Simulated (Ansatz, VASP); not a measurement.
Si3C in VASP and in Ansatz

```
C Si
1.0
     3.43181    0.00000    0.00000
     0.00000    3.43181    0.00000
     0.00000    0.00000    5.00043
C Si
1 3
Direct
  0.00000 0.00000 0.00000
  0.00000 0.50000 0.20320
  0.50000 0.50000 0.50000
  0.50000 0.00000 0.79680
```

Alike in both runs: task single point; functional PBE; k mesh 6 × 6 × 4; occupations fermi-dirac, width 0.02 eV; no spin polarisation.

|  | VASP | Ansatz |
| --- | --- | --- |
| version | VASP 6.6.1 | Ansatz 0.2.0 |
| potentials or method | VASP PAW PBE potentials, release 64 (C, Si) | plane waves, PAW |
| plane-wave cutoff (eV) | 520 | 420 |
| valence electrons in the cell | 16 | 16 |

|  | VASP | Ansatz | Ansatz less VASP |
| --- | --- | --- | --- |
| pressure (GPa) | 1.6 | 1.7 | +0.06 |
| traceless stress, the component that is largest in VASP (GPa) | 0.27 | 0.28 | +0.010 |
| rms of the force components (eV/Å) | 0.108 | 0.115 | +0.0067 |

Atom by atom the forces differ by 0.007 eV/Å (rms over components).
